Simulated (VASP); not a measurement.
# Al (P6_3/mmc) in VASP: notebook

Runs on Al. Level: PBE+D3(BJ). Tasks: single point.

All numbers are computed with VASP 6.6.1; they aren't measurements. Logs are shortened: lines on timing, memory, paths and dates and some standing lists are left out, and cuts for length are marked.

**1. The cell of the first run**

The structure is hexagonal, space group P6_3/mmc (No. 194). The conventional cell has a = 2.756 Å, b = 2.756 Å, c = 8.868 Å, α = 90.00°, β = 90.00°, γ = 120.00°. Al (site symmetry -3m) has 12 Al at 2.73 to 2.76 Å within 3.6 Å. Al (site symmetry -6m2) has 12 Al at 2.73 to 2.76 Å within 3.6 Å.

This isn't the form of Al at room conditions, which is fcc.

**2. Single point, PBE+D3(BJ) (14.58 Å³/atom)**

Input file INCAR:

```
SYSTEM = Al
  PREC = Accurate
  ENCUT = 520
  EDIFF = 1E-6
  ISMEAR = 0
  SIGMA = 0.15
  LREAL = .FALSE.
  LASPH = .TRUE.
  NELM = 80
  ALGO = Fast
  ISIF = 2
  LWAVE = .FALSE.
  LCHARG = .FALSE.
  GGA = PE
  IVDW = 12
  NBANDS = 14
```

Input file KPOINTS:

```
Automatic mesh
0
G
  18 18 6
  0 0 0
```

Input file POSCAR:

```
Al
1.0
    2.7556250209      0.0000000000      0.0000000000
   -1.3778125105      2.3864412714      0.0000000000
    0.0000000000      0.0000000000      8.8684280046
Al
4
Direct
    0.0000000000      0.0000000000      0.0000000000
    0.3333333333      0.6666666667      0.2500000000
    0.0000000000      0.0000000000      0.5000000000
    0.6666666667      0.3333333333      0.7500000000
```

Potentials or basis: VASP PAW PBE potentials, release 64 (Al).

Launch:

```
$ cat potpaw_PBE.64/Al/POTCAR > POTCAR
$ mpirun -np 1 vasp_std > vasp.out
```

OUTCAR:

```text
SYSTEM = Al
   PREC = Accurate
   ENCUT = 520
   EDIFF = 1E-6
   ISMEAR = 0
   LREAL = .FALSE.
   LASPH = .TRUE.
   NELM = 80
   ISIF = 2
   GGA = PE
   IVDW = 12
 IVDW          = 12

 ion  position               nearest neighbor table
   1  0.000  0.000  0.000-   2 2.73   4 2.73   4 2.73   2 2.73   4 2.73   2 2.73
   2  0.333  0.667  0.250-   1 2.73   3 2.73   1 2.73   3 2.73   1 2.73   3 2.73
   3  0.000  0.000  0.500-   2 2.73   4 2.73   4 2.73   2 2.73   4 2.73   2 2.73
   4  0.667  0.333  0.750-   1 2.73   3 2.73   1 2.73   3 2.73   1 2.73   3 2.73

  LATTYP: Found a hexagonal cell.
 ALAT       =     2.7556250209
 C/A-ratio  =     3.2182999999

  Lattice vectors:

 A1 = (   2.7556250209,   0.0000000000,   0.0000000000)
 A2 = (  -1.3778125105,   2.3864412714,   0.0000000000)
 A3 = (   0.0000000000,   0.0000000000,   8.8684280046)

Analysis of symmetry for initial positions (statically):
=====================================================================
 Subroutine PRICEL returns:
 Original cell was already a primitive cell.

 Routine SETGRP: Setting up the symmetry group for a
 hexagonal supercell.

 Subroutine GETGRP returns: Found 24 space group operations
 (whereof 12 operations were pure point group operations)
 out of a pool of 24 trial point group operations.

The static configuration has the point symmetry D_3d.
 The point group associated with its full space group is D_6h.

Analysis of symmetry for dynamics (positions and initial velocities):
=====================================================================
 Subroutine PRICEL returns:
 Original cell was already a primitive cell.

 Routine SETGRP: Setting up the symmetry group for a
 hexagonal supercell.

 Subroutine GETGRP returns: Found 24 space group operations
 (whereof 12 operations were pure point group operations)
 out of a pool of 24 trial point group operations.

The dynamic configuration has the point symmetry D_3d.
 The point group associated with its full space group is D_6h.

 Subroutine INISYM returns: Found 24 space group operations
 (whereof 12 operations are pure point group operations),
 and found     1 'primitive' translations

----------------------------------------------------------------------------------------

                                     Primitive cell

  volume of cell :      58.3200

  direct lattice vectors                    reciprocal lattice vectors
     2.755625021  0.000000000  0.000000000     0.362894078  0.209516993  0.000000000
    -1.377812511  2.386441271  0.000000000     0.000000000  0.419033987  0.000000000
     0.000000000  0.000000000  8.868428005     0.000000000  0.000000000  0.112759556

  length of vectors
     2.755625021  2.755625021  8.868428005     0.419033987  0.419033987  0.112759556

  position of ions in fractional coordinates (direct lattice)
     0.000000000  0.000000000  0.000000000
     0.333333333  0.666666667  0.250000000
     0.000000000  0.000000000  0.500000000
     0.666666667  0.333333333  0.750000000

  ion indices of the primitive-cell ions
   primitive index   ion index
                 1           1
                 2           2
                 3           3
                 4           4

----------------------------------------------------------------------------------------

 KPOINTS: Automatic mesh

Automatic generation of k-mesh.
 Grid dimensions read from file:
 generate k-points for:   18   18    6

 Generating k-lattice:

  Cartesian coordinates                     Fractional coordinates (reciprocal lattice)
     0.020160782  0.011639833  0.000000000     0.055555556 -0.000000000  0.000000000
     0.000000000  0.023279666  0.000000000     0.000000000  0.055555556  0.000000000
     0.000000000  0.000000000  0.018793259     0.000000000  0.000000000  0.166666667

  Length of vectors
     0.023279666  0.023279666  0.018793259

  Shift w.r.t. Gamma in fractional coordinates (k-lattice)
     0.000000000  0.000000000  0.000000000

 Subroutine IBZKPT returns following result:
 ===========================================

 Found    148 irreducible k-points:

 Following reciprocal coordinates:
            Coordinates               Weight
  0.000000  0.000000  0.000000      1.000000
  0.055556 -0.000000  0.000000      6.000000
  0.111111 -0.000000  0.000000      6.000000
  0.166667 -0.000000  0.000000      6.000000
  0.222222  0.000000  0.000000      6.000000
  0.277778  0.000000  0.000000      6.000000
[... 16 lines left out ...]
  0.333333  0.111111  0.000000     12.000000
  0.388889  0.111111  0.000000     12.000000
 [... further k-points ...]
   k-points           NKPTS =    148   k-points in BZ     NKDIM =    148   number of bands    NBANDS=     14
   number of dos      NEDOS =    301   number of ions     NIONS =      4
   total plane-waves  NPLWV =  28000
   dimension x,y,z NGX =    20 NGY =   20 NGZ =   70
   dimension x,y,z NGXF=    40 NGYF=   40 NGZF=  140
   ions per type =               4
   NGX,Y,Z   is equivalent  to a cutoff of  12.07, 12.07, 13.12 a.u.
   NGXF,Y,Z  is equivalent  to a cutoff of  24.13, 24.13, 26.24 a.u.
 SYSTEM =  Al
   PREC   = accura    normal or accurate (medium, high low for compatibility)
   ISTART =      0    job   : 0-new  1-cont  2-samecut
   ICHARG =      2    charge: 1-file 2-atom 10-const
   ISPIN  =      1    spin polarized calculation?
   LNONCOLLINEAR =      F non collinear calculations
   LSORBIT =      F    spin-orbit coupling
   LASPH  =      T    aspherical Exc in radial PAW
   ENCUT  =  520.0 eV  38.22 Ry    6.18 a.u.   5.12  5.12 16.49*2*pi/ulx,y,z
   NELM   =     80;   NELMIN=  2; NELMDL= -5     # of ELM steps
   EDIFF  = 0.1E-05   stopping-criterion for ELM
   LREAL  =      F    real-space projection
   EDIFFG = 0.1E-04   stopping-criterion for IOM
   NSW    =      0    number of steps for IOM
   IBRION =     -1    ionic relax: 0-MD 1-quasi-New 2-CG
   NFREE  =      0    steps in history (QN), initial steepest desc. (CG)
   ISIF   =      2    stress and relaxation
   ISYM   =      2    0-nonsym 1-usesym 2-fastsym
   POTIM  = 0.5000    time-step for ionic-motion
   TEBEG  =    0.0;   TEEND  =   0.0 temperature during run
   PSTRESS=    0.0 pullay stress
   NELECT =      12.0000    total number of electrons
   NUPDOWN=      -1.0000    fix difference up-down
   EMIN   =  10.00;   EMAX   =-10.00  energy-range for DOS
   EFERMI =   0.00;   METHOD = LEGACY
   ISMEAR =     0;   SIGMA  =   0.15  broadening in eV -4-tet -1-fermi 0-gaus
   EFERMI_NEDOS =   21; number of points for ismear=-14 and -15
   IALGO  =     68    algorithm
   IMIX   =      4    mixing-type and parameters
     AMIX     =   0.40;   BMIX     =  1.00
     AMIX_MAG =   1.60;   BMIX_MAG =  1.00
  volume/ion in A,a.u.               =      14.58        98.39
  Fermi-wavevector in a.u.,A,eV,Ry     =   0.966487  1.826396 12.709166  0.934097
  Thomas-Fermi vector in A             =   2.096293
   LORBIT       =      0    0 simple, 1 ext, 2 COOP (PROOUT), +10 PAW based schemes
   GGA     = PE    functional components
   LHFCALC =     F    Hartree Fock is set to
   AEXX    =    0.0000 exact exchange contribution
   IVDW    =    12    specifies the selected vdW correction
   LEPSILON=     F    determine dielectric tensor
   LRPA    =     F    only Hartree local field effects (RPA)
 non-spin polarized calculation
 RMM-DIIS sequential band-by-band and
 Gauss-broadening in eV      SIGMA  =   0.15
  energy-cutoff  :      520.00
  volume of cell :       58.32
 maximum number of plane-waves:      1593
   NGX = 11   NGY = 11   NGZ = 33

 number of electron      12.0000000 magnetization

 Free energy of the ion-electron system (eV)
  ---------------------------------------------------
  ext. energy  EPLUGINS =         0.00000000
  ---------------------------------------------------
  free energy    TOTEN  =       -14.65275072 eV

  energy without entropy =      -14.63710724  energy(sigma->0) =      -14.64492898

 E-fermi :   9.3347     XC(G=0): -10.6534

 val. band max:        9.3282739248   @ k =   0.3889   0.1667   0.1667
 cond. band min:       9.3657394489   @ k =   0.3889   0.1111   0.5000
 fundamental gap:      0.0374655240
 Fermi energy:         9.3347072614

 k-point     1 :       0.0000    0.0000    0.0000
  band No.  band energies     occupation
      1      -2.6656      2.00000
      2      -0.8003      2.00000
      3      -0.7971      2.00000
      4       4.3479      2.00000
      5       4.9870      2.00000
      6      13.3380      0.00000
      7      13.3561      0.00000
      8      20.7587      0.00000
      9      20.7587      0.00000
     10      20.8196      0.00000
     11      20.8196      0.00000
     12      21.7642      0.00000
     13      21.8303      0.00000
     14      21.8709      0.00000

 k-point     2 :       0.0556   -0.0000    0.0000
  band No.  band energies     occupation
      1      -2.5854      2.00000
      2      -0.7213      2.00000
      3      -0.7182      2.00000
      4       4.4213      2.00000
      5       5.0641      2.00000
      6      13.3961      0.00000
      7      13.4187      0.00000
      8      18.9962      0.00000
      9      19.6485      0.00000
     10      20.3808      0.00000
     11      20.4714      0.00000
     12      21.0104      0.00000
     13      21.1118      0.00000
     14      21.1401      0.00000
[... 343 lines left out ...]
      1       1.4337      2.00000
      2       3.2288      2.00000
      3       3.2316      2.00000
      4       6.7705      2.00000
      5       8.0516      2.00000
      6       8.4747      2.00000
      7       8.8562      1.99999
      8       9.4374      0.33284
      9      12.2401      0.00000
     10      13.4113      0.00000
     11      14.0706      0.00000
     12      14.1431      0.00000
     13      15.0166      0.00000
     14      17.3946      0.00000

 k-point    24 :       0.3889    0.1111    0.0000
  band No.  band energies     occupation
      1       2.5895      2.00000
      2       4.3362      2.00000
      3       4.3494      2.00000
      4       5.3073      2.00000
      5       7.1520      2.00000
      6       7.1585      2.00000
      7       9.3257      1.06775
      8      10.1113      0.00000
      9      11.7784      0.00000
     10      11.9633      0.00000
     11      13.4664      0.00000
     12      13.8838      0.00000
     13      14.3581      0.00000
     14      18.1767      0.00000

 [... further k-points ...]

------------------------ aborting loop because EDIFF is reached ----------------------------------------

 Edisp (eV)   -1.53019

 E8    (eV) :    -0.6856

  FORCE on cell =-STRESS in cart. coord.  units (eV):
  Direction    XX          YY          ZZ          XY          YZ          ZX
  --------------------------------------------------------------------------------------
  -------------------------------------------------------------------------------------
  Total       2.81511     2.81511     3.77600    -0.00000    -0.00000    -0.00000
  in kB      77.33733    77.33733   103.73482    -0.00000    -0.00000    -0.00000
  external pressure =       86.14 kB  Pullay stress =        0.00 kB

 VOLUME and BASIS-vectors are now :
 -----------------------------------------------------------------------------
  energy-cutoff  :      520.00
  volume of cell :       58.32
      direct lattice vectors                 reciprocal lattice vectors
     2.755625021  0.000000000  0.000000000     0.362894078  0.209516993  0.000000000
    -1.377812511  2.386441271  0.000000000     0.000000000  0.419033987  0.000000000
     0.000000000  0.000000000  8.868428005     0.000000000  0.000000000  0.112759556

 POSITION                                       TOTAL-FORCE (eV/Angst)
 -----------------------------------------------------------------------------------
      0.00000      0.00000      0.00000        -0.000000      0.000000      0.000000
     -0.00000      1.59096      2.21711        -0.000000      0.000000     -0.000000
      0.00000      0.00000      4.43421        -0.000000      0.000000      0.000000
      1.37781      0.79548      6.65132         0.000000     -0.000000     -0.000000
 -----------------------------------------------------------------------------------
    total drift:                               -0.000000      0.000000     -0.000000

  FREE ENERGIE OF THE ION-ELECTRON SYSTEM (eV)
  ---------------------------------------------------
  free  energy   TOTEN  =       -16.1829424228 eV

  energy  without entropy=      -16.1672989501  energy(sigma->0) =      -16.17512069
```

Wall time 52 s (1 thread of AMD EPYC 9R45 (Zen 5), shared host); peak memory 0.2 GiB.

Results:

| Item | Value |
| --- | --- |
| Free energy | -16.1829 eV |
| Pressure | 8.6 GPa |
| Band gap on the k mesh | zero (bands 6 and 7 overlap by 6.00 eV) |
| Dispersion energy per atom | -0.383 eV |

Caveat: the cell stands under pressure.

**3. Single point, PBE+D3(BJ) (14.58 Å³/atom)**

Input file INCAR:

```
SYSTEM = Al
ALGO     = Normal         ! electronic algorithm
EDIFF    = 1E-7           ! SCF threshold, eV
ENCUT    = 520            ! plane-wave cutoff, eV
GGA      = PE             ! functional
ISIF     = 2              ! what is computed and relaxed
ISMEAR   = 0              ! smearing method
IVDW     = 12             ! dispersion correction
LASPH    = .True.         ! aspherical terms in the spheres
LCHARG   = .True.         ! write CHGCAR
LELF     = .True.         ! ELF
LREAL    = .False.        ! projectors in reciprocal space
LVHAR    = .True.       
LWAVE    = .False.        ! write WAVECAR
NBANDS   = 14             ! bands
NELM     = 100            ! most SCF steps
PREC     = Accurate       ! precision mode
SIGMA    = 0.15           ! smearing width, eV
```

Input file KPOINTS:

```
k-points
0
Gamma
  18 18 6
  0 0 0
```

Input file POSCAR:

```
Al
1.0
    2.6829698793      0.0000000000      0.0000000000
   -1.3414849397      2.3235200730      0.0000000000
    0.0000000000      0.0000000000      9.3552476720
Al
4
Direct
    0.0000000000      0.0000000000      0.0000000000
    0.3333333333      0.6666666667      0.2500000000
    0.0000000000      0.0000000000      0.5000000000
    0.6666666667      0.3333333333      0.7500000000
```

Potentials or basis: VASP PAW PBE potentials, release 64 (Al).

Launch:

```
$ cat potpaw_PBE.64/Al/POTCAR > POTCAR
$ mpirun -np 1 vasp_std > vasp.out
```

OUTCAR:

```text
SYSTEM = Al
   EDIFF = 1E-7
   ENCUT = 520
   GGA = PE
   ISIF = 2
   ISMEAR = 0
   IVDW = 12
   LASPH = .True.
   LREAL = .False.
   NELM = 100
   PREC = Accurate
 IVDW          = 12

 ion  position               nearest neighbor table
   1  0.000  0.000  0.000-   2 2.81   4 2.81   2 2.81   4 2.81   4 2.81   2 2.81
   2  0.333  0.667  0.250-   1 2.81   3 2.81   1 2.81   3 2.81   1 2.81   3 2.81
   3  0.000  0.000  0.500-   2 2.81   4 2.81   2 2.81   4 2.81   4 2.81   2 2.81
   4  0.667  0.333  0.750-   1 2.81   3 2.81   1 2.81   3 2.81   1 2.81   3 2.81

[... 615 lines left out ...]
  Direction    XX          YY          ZZ          XY          YZ          ZX
  --------------------------------------------------------------------------------------
  -------------------------------------------------------------------------------------
  Total       4.34481     4.34481     1.43952    -0.00000     0.00000     0.00000
  in kB     119.36140   119.36140    39.54667    -0.00000     0.00000     0.00000
  external pressure =       92.76 kB  Pullay stress =        0.00 kB

 VOLUME and BASIS-vectors are now :
 -----------------------------------------------------------------------------
  energy-cutoff  :      520.00
  volume of cell :       58.32
      direct lattice vectors                 reciprocal lattice vectors
     2.682969879  0.000000000  0.000000000     0.372721292  0.215190738  0.000000000
    -1.341484940  2.323520073  0.000000000     0.000000000  0.430381477  0.000000000
     0.000000000  0.000000000  9.355247672     0.000000000  0.000000000  0.106891879

 POSITION                                       TOTAL-FORCE (eV/Angst)
 -----------------------------------------------------------------------------------
      0.00000      0.00000      0.00000         0.000000      0.000000     -0.000000
     -0.00000      1.54901      2.33881        -0.000000     -0.000000     -0.000000
      0.00000      0.00000      4.67762         0.000000      0.000000     -0.000000
      1.34148      0.77451      7.01644         0.000000      0.000000      0.000000
 -----------------------------------------------------------------------------------
    total drift:                               -0.000000      0.000000     -0.000000

  FREE ENERGIE OF THE ION-ELECTRON SYSTEM (eV)
  ---------------------------------------------------
  free  energy   TOTEN  =       -16.1253457545 eV

  energy  without entropy=      -16.1082334915  energy(sigma->0) =      -16.11678962
```

stdout:

```text
POSCAR found type information on POSCAR Al
 POSCAR found :  1 types and       4 ions
 scaLAPACK will be used
 LDA part: xc-table for (Slater+PW92), standard interpolation
 POSCAR, INCAR and KPOINTS ok, starting setup
 FFT: planning ... GRIDC
 FFT: planning ... GRID_SOFT
 FFT: planning ... GRID
 WAVECAR not read
 entering main loop
```

Wall time 47 s (1 thread of AMD EPYC 9R45 (Zen 5), shared host); peak memory 0.21 GiB.

What came out:

```yaml
Free_energy: -16.1253 eV
Pressure: 9.3 GPa
Band_gap_on_the_k_mesh: zero (bands 6 and 7 overlap by 4.71 eV)
Dispersion_energy_per_atom: -0.383 eV
```

Caveat: the cell stands under pressure.

**4. Single point, PBE+D3(BJ) (14.58 Å³/atom)**

Input file INCAR:

```
SYSTEM = Al
PREC = Accurate ; ENCUT = 520
EDIFF = 1E-6 ; ISMEAR = 0
SIGMA = 0.15 ; LREAL = .FALSE.
LASPH = .TRUE. ; NELM = 60
ALGO = Fast ; ISIF = 2
LWAVE = .FALSE. ; LCHARG = .TRUE.
GGA = PE ; IVDW = 12
LELF = .TRUE. ; LVHAR = .TRUE.
NBANDS = 14
```

Input file KPOINTS:

```
regular mesh
0
G
  18 18 6
  0 0 0
```

Input file POSCAR:

```
Al
1.0
    2.7926755415      0.0000000000      0.0000000000
   -1.3963377708      2.4185279634      0.0000000000
    0.0000000000      0.0000000000      8.6346735067
Al
4
Direct
    0.0000000000      0.0000000000      0.0000000000
    0.3333333333      0.6666666667      0.2500000000
    0.0000000000      0.0000000000      0.5000000000
    0.6666666667      0.3333333333      0.7500000000
```

Launch:

```
$ cat potpaw_PBE.64/Al/POTCAR > POTCAR
$ mpirun -np 1 vasp_std > vasp.out
```

Wall time 60 s (1 thread of AMD EPYC 9R45 (Zen 5), shared host); peak memory 0.22 GiB.

The run converged. Its results:

```yaml
Free_energy: -16.1338 eV
Pressure: 9.0 GPa
Band_gap_on_the_k_mesh: zero (bands 6 and 7 overlap by 6.76 eV)
Dispersion_energy_per_atom: -0.383 eV
```

Stress tensor (GPa, compression positive):
```
 6.63  0.00  0.00
 0.00  6.63  0.00
 0.00  0.00 13.75
```

Levels at points of the mesh, in eV from the Fermi level:
```tsv
k point	band 4	band 5	band 6	band 7	band 8	band 9
(0.00, 0.00, 0.00)	-4.74	-3.84	4.81	4.84	10.75	10.75
(0.50, 0.00, 0.00)	-4.31	-3.59	-3.52	0.88	1.29	2.08
(0.00, 0.00, 0.50)	-7.64	-0.10	-0.10	10.25	10.25	11.11
(0.50, 0.00, 0.50)	-5.35	-1.95	-1.95	-1.21	-1.21	5.14
```

Caveat: the cell stands under pressure.

(Continued in part 2 of 2.)
